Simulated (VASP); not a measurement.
# Ta (Im-3m) in VASP: density of states with PBE

Aim: the density of states of Ta with PBE.

Program: VASP 6.6.1. These are calculated values, not measurements. Logs are shortened: lines on timing, memory, paths and dates and some standing lists are left out, and cuts for length are marked.

### Step 1. The cell of the first run

The structure is cubic, space group Im-3m (No. 229). Conventional cell: a = 3.319 Å, b = 3.319 Å, c = 3.319 Å, α = 90.00°, β = 90.00°, γ = 90.00°. Ta (site symmetry m-3m) has 14 Ta at 2.87 to 3.32 Å within 3.8 Å.

### Step 2. Density of states, PBE

POSCAR reads:

```
Ta
1.0
   -1.6594999025      1.6594999025      1.6594999025
    1.6594999025     -1.6594999025      1.6594999025
    1.6594999025      1.6594999025     -1.6594999025
Ta
1
Direct
    0.0000000000      0.0000000000      0.0000000000
```

INCAR.step1 reads:

```
PREC     = Accurate       # precision mode
ENCUT    = 520            # plane-wave cutoff, eV
EDIFF    = 1E-6           # SCF threshold, eV
ISMEAR   = 0              # smearing method
SIGMA    = 0.1            # smearing width, eV
LREAL    = False          # projectors in reciprocal space
LASPH    = True           # aspherical terms in the spheres
NELM     = 100            # most SCF steps
ALGO     = Normal         # electronic algorithm
ISIF     = 2              # what is computed and relaxed
LWAVE    = False          # write WAVECAR
LCHARG   = True           # write CHGCAR
LMAXMIX  = 4              # l up to which the mixer works
GGA      = PE             # functional
NBANDS   = 12             # bands
```

KPOINTS.step1 reads:

```
regular mesh
0
Gamma
  24 24 24
```

INCAR.step2 reads:

```
PREC     = Accurate       # precision mode
ENCUT    = 520            # plane-wave cutoff, eV
EDIFF    = 1E-6           # SCF threshold, eV
ISMEAR   = -5             # smearing method
SIGMA    = 0.1            # smearing width, eV
LREAL    = False          # projectors in reciprocal space
LASPH    = True           # aspherical terms in the spheres
NELM     = 100            # most SCF steps
ALGO     = Normal         # electronic algorithm
ISIF     = 2              # what is computed and relaxed
LWAVE    = False          # write WAVECAR
LCHARG   = False          # write CHGCAR
LMAXMIX  = 4              # l up to which the mixer works
GGA      = PE             # functional
LORBIT   = 11             # projections on sites
NBANDS   = 12             # bands
NEDOS    = 2001           # points of the DOS
ICHARG   = 11             # starting density
```

KPOINTS.step2 reads:

```
regular mesh
0
Gamma
  36 36 36
```

Potentials or basis: VASP PAW PBE potentials, release 64 (Ta_pv).

The run is started by

```sh
$ cat potpaw_PBE.64/Ta_pv/POTCAR > POTCAR
$ cp INCAR.step1 INCAR
$ cp KPOINTS.step1 KPOINTS
$ mpirun -np 1 vasp_std > vasp.out
$ cp INCAR.step2 INCAR
$ cp KPOINTS.step2 KPOINTS
$ mpirun -np 1 vasp_std > vasp.out
```

OUTCAR:

```text
PREC = Accurate
   ENCUT = 520
   EDIFF = 1E-6
   ISMEAR = -5
   LREAL = False
   LASPH = True
   NELM = 100
   ISIF = 2
   GGA = PE
   LORBIT = 11
   ICHARG = 11

 ion  position               nearest neighbor table
   1  0.000  0.000  0.000-

  LATTYP: Found a body centered cubic cell.
 ALAT       =     3.3189998050

  Lattice vectors:

 A1 = (  -1.6594999025,   1.6594999025,   1.6594999025)
 A2 = (   1.6594999025,  -1.6594999025,   1.6594999025)
 A3 = (   1.6594999025,   1.6594999025,  -1.6594999025)

Analysis of symmetry for initial positions (statically):
=====================================================================
 Subroutine PRICEL returns:
 Original cell was already a primitive cell.

 Routine SETGRP: Setting up the symmetry group for a
 body centered cubic supercell.

 Subroutine GETGRP returns: Found 48 space group operations
 (whereof 48 operations were pure point group operations)
 out of a pool of 48 trial point group operations.

The static configuration has the point symmetry O_h .

Analysis of symmetry for dynamics (positions and initial velocities):
=====================================================================
 Subroutine PRICEL returns:
 Original cell was already a primitive cell.

 Routine SETGRP: Setting up the symmetry group for a
 body centered cubic supercell.

 Subroutine GETGRP returns: Found 48 space group operations
 (whereof 48 operations were pure point group operations)
 out of a pool of 48 trial point group operations.

The dynamic configuration has the point symmetry O_h .

 Subroutine INISYM returns: Found 48 space group operations
 (whereof 48 operations are pure point group operations),
 and found     1 'primitive' translations

----------------------------------------------------------------------------------------

                                     Primitive cell

  volume of cell :      18.2807

  direct lattice vectors                    reciprocal lattice vectors
    -1.659499902  1.659499902  1.659499902     0.000000000  0.301295589  0.301295589
     1.659499902 -1.659499902  1.659499902     0.301295589  0.000000000  0.301295589
     1.659499902  1.659499902 -1.659499902     0.301295589  0.301295589  0.000000000

  length of vectors
     2.874338146  2.874338146  2.874338146     0.426096308  0.426096308  0.426096308

  position of ions in fractional coordinates (direct lattice)
     0.000000000  0.000000000  0.000000000

  ion indices of the primitive-cell ions
   primitive index   ion index
                 1           1

----------------------------------------------------------------------------------------

 KPOINTS: regular mesh

Automatic generation of k-mesh.
 Grid dimensions read from file:
 generate k-points for:   36   36   36

 Generating k-lattice:

  Cartesian coordinates                     Fractional coordinates (reciprocal lattice)
     0.000000000  0.008369322  0.008369322     0.027777778  0.000000000  0.000000000
     0.008369322  0.000000000  0.008369322     0.000000000  0.027777778  0.000000000
     0.008369322  0.008369322  0.000000000     0.000000000  0.000000000  0.027777778

  Length of vectors
     0.011836009  0.011836009  0.011836009

  Shift w.r.t. Gamma in fractional coordinates (k-lattice)
     0.000000000  0.000000000  0.000000000

 TETIRR: Found  56660 inequivalent tetrahedra from   279936

 Subroutine IBZKPT returns following result:
 ===========================================

 Found   1240 irreducible k-points:

 Following reciprocal coordinates:
            Coordinates               Weight
  0.000000  0.000000  0.000000      1.000000
  0.027778  0.000000  0.000000     12.000000
  0.055556  0.000000  0.000000     12.000000
  0.083333  0.000000  0.000000     12.000000
  0.111111  0.000000  0.000000     12.000000
  0.138889  0.000000  0.000000     12.000000
[... 16 lines left out ...]
  0.111111  0.027778 -0.000000     48.000000
  0.138889  0.027778  0.000000     48.000000
 [... further k-points ...]
   k-points           NKPTS =   1240   k-points in BZ     NKDIM =   1240   number of bands    NBANDS=     12
   number of dos      NEDOS =   2001   number of ions     NIONS =      1
   total plane-waves  NPLWV =  13824
   dimension x,y,z NGX =    24 NGY =   24 NGZ =   24
   dimension x,y,z NGXF=    48 NGYF=   48 NGZF=   48
   ions per type =               1
   NGX,Y,Z   is equivalent  to a cutoff of  13.88, 13.88, 13.88 a.u.
   NGXF,Y,Z  is equivalent  to a cutoff of  27.76, 27.76, 27.76 a.u.
 SYSTEM =  unknown system
   PREC   = accura    normal or accurate (medium, high low for compatibility)
   ISTART =      0    job   : 0-new  1-cont  2-samecut
   ICHARG =     11    charge: 1-file 2-atom 10-const
   ISPIN  =      1    spin polarized calculation?
   LNONCOLLINEAR =      F non collinear calculations
   LSORBIT =      F    spin-orbit coupling
   LASPH  =      T    aspherical Exc in radial PAW
   ENCUT  =  520.0 eV  38.22 Ry    6.18 a.u.   5.34  5.34  5.34*2*pi/ulx,y,z
   NELM   =    100;   NELMIN=  2; NELMDL=  0     # of ELM steps
   EDIFF  = 0.1E-05   stopping-criterion for ELM
   LREAL  =      F    real-space projection
   EDIFFG = 0.1E-04   stopping-criterion for IOM
   NSW    =      0    number of steps for IOM
   IBRION =     -1    ionic relax: 0-MD 1-quasi-New 2-CG
   NFREE  =      0    steps in history (QN), initial steepest desc. (CG)
   ISIF   =      2    stress and relaxation
   ISYM   =      2    0-nonsym 1-usesym 2-fastsym
   POTIM  = 0.5000    time-step for ionic-motion
   TEBEG  =    0.0;   TEEND  =   0.0 temperature during run
   PSTRESS=    0.0 pullay stress
   NELECT =      11.0000    total number of electrons
   NUPDOWN=      -1.0000    fix difference up-down
   EMIN   =  10.00;   EMAX   =-10.00  energy-range for DOS
   EFERMI =   0.00;   METHOD = LEGACY
   ISMEAR =    -5;   SIGMA  =   0.10  broadening in eV -4-tet -1-fermi 0-gaus
   EFERMI_NEDOS =   21; number of points for ismear=-14 and -15
   IALGO  =     38    algorithm
   IMIX   =      4    mixing-type and parameters
     AMIX     =   0.40;   BMIX     =  1.00
     AMIX_MAG =   1.60;   BMIX_MAG =  1.00
  volume/ion in A,a.u.               =      18.28       123.36
  Fermi-wavevector in a.u.,A,eV,Ry     =   1.382108  2.611805 25.990137  1.910221
  Thomas-Fermi vector in A             =   2.506830
   LORBIT       =     11    0 simple, 1 ext, 2 COOP (PROOUT), +10 PAW based schemes
   GGA     = PE    functional components
   LHFCALC =     F    Hartree Fock is set to
   AEXX    =    0.0000 exact exchange contribution
   IVDW    =     0    specifies the selected vdW correction
   LEPSILON=     F    determine dielectric tensor
   LRPA    =     F    only Hartree local field effects (RPA)
 non-spin polarized calculation
 Fermi weights with tetrahedron method with Bloechl corrections
  energy-cutoff  :      520.00
  volume of cell :       18.28
 maximum number of plane-waves:       531
 NGX is ok and might be reduce to    24

 number of electron      11.0000001 magnetization

 Free energy of the ion-electron system (eV)
  ---------------------------------------------------
  ext. energy  EPLUGINS =         0.00000000
  ---------------------------------------------------
  free energy    TOTEN  =       -11.81258710 eV

  energy without entropy =      -11.81258710  energy(sigma->0) =      -11.81258710

 E-fermi :   5.3548     XC(G=0): -12.5425

 val. band max:        5.3695917893   @ k =   0.3611   0.1944   0.0556
 cond. band min:       5.3583950861   @ k =  -0.2222   0.2500   0.0833
 fundamental gap:     -0.0111967032
 Fermi energy:         5.3547588694

 k-point     1 :       0.0000    0.0000    0.0000
  band No.  band energies     occupation
      1     -27.7643      2.00000
      2     -27.7643      2.00000
      3     -27.7643      2.00000
      4      -2.4924      2.00000
      5       6.1007      0.00000
      6       6.1007      0.00000
      7       6.1007      0.00000
      8       9.3216      0.00000
      9       9.3216      0.00000
     10      20.0125      0.00000
     11      20.3076      0.00000
     12      20.3076      0.00000

 k-point     2 :       0.0278    0.0000    0.0000
  band No.  band energies     occupation
      1     -27.7735      2.00000
      2     -27.7671      2.00000
      3     -27.7643      2.00000
      4      -2.4582      2.00000
      5       6.0783      0.00000
      6       6.0951      0.00000
      7       6.1341      0.00000
      8       9.2829      0.00000
      9       9.3216      0.00000
     10      20.0125      0.00000
     11      20.3399      0.00000
     12      20.3679      0.00000

 k-point     3 :       0.0556    0.0000    0.0000
  band No.  band energies     occupation
      1     -27.8009      2.00000
      2     -27.7756      2.00000
      3     -27.7645      2.00000
      4      -2.3565      2.00000
      5       6.0122      0.00000
      6       6.0760      0.00000
      7       6.2335      0.00000
      8       9.1762      0.00000
      9       9.3218      0.00000
     10      20.0125      0.00000
     11      20.4306      0.00000
     12      20.5464      0.00000
[... 286 lines left out ...]
 k-point    23 :       0.1111    0.0278   -0.0000
  band No.  band energies     occupation
      1     -27.9466      2.00000
      2     -27.8172      2.00000
      3     -27.7685      2.00000
      4      -1.8039      2.00000
      5       5.6879      0.00000
      6       5.8961      0.00000
      7       6.7994      0.00000
      8       8.7698      0.00000
      9       9.3530      0.00000
     10      20.0120      0.00000
     11      20.8421      0.00000
     12      21.5279      0.00000

 k-point    24 :       0.1389    0.0278    0.0000
  band No.  band energies     occupation
      1     -28.0245      2.00000
      2     -27.8422      2.00000
      3     -27.7690      2.00000
      4      -1.4987      2.00000
      5       5.5130     -0.06246
      6       5.7786      0.00000
      7       7.1219      0.00000
      8       8.6588      0.00000
      9       9.3760      0.00000
     10      20.0117      0.00000
     11      20.9899      0.00000
     12      22.0441      0.00000

 [... further k-points ...]
[... 5 lines left out ...]
  --------------------------------------------------------------------------------------
  -------------------------------------------------------------------------------------
  Total        0.0063898      0.0063898      0.0063898     -0.0000000     -0.0000000     -0.0000000
  in kB        0.5600217      0.5600217      0.5600217     -0.0000000     -0.0000000     -0.0000000
  external PRESSURE =       0.5600217 kB  Pullay stress =       0.0000000 kB

 VOLUME and BASIS-vectors are now :
 -----------------------------------------------------------------------------
  energy-cutoff  :      520.00
  volume of cell :       18.28
      direct lattice vectors                 reciprocal lattice vectors
    -1.659499902  1.659499902  1.659499902     0.000000000  0.301295589  0.301295589
     1.659499902 -1.659499902  1.659499902     0.301295589  0.000000000  0.301295589
     1.659499902  1.659499902 -1.659499902     0.301295589  0.301295589  0.000000000

 POSITION                                       TOTAL-FORCE (eV/Angst)
 -----------------------------------------------------------------------------------
      0.00000      0.00000      0.00000        -0.000000      0.000000      0.000000
 -----------------------------------------------------------------------------------
    total drift:                                0.000000      0.000000     -0.000000

  FREE ENERGIE OF THE ION-ELECTRON SYSTEM (eV)
  ---------------------------------------------------
  free  energy   TOTEN  =       -11.8125870969 eV

  energy  without entropy=      -11.8125870969  energy(sigma->0) =      -11.81258710

 total charge

# of ion       s       p       d       tot
------------------------------------------
    1        0.368   6.167   2.370   8.905
```

It took 76 s on 1 thread of Intel Xeon 6975P-C (Granite Rapids), shared host; peak memory 0.48 GiB.

Results:

```
Valence electrons inside the program's atomic spheres : Ta 8.90
```

Caveat: spin-orbit coupling is left out, which moves the levels of the heavy elements; tetrahedron occupations give inexact forces and stress in metals.
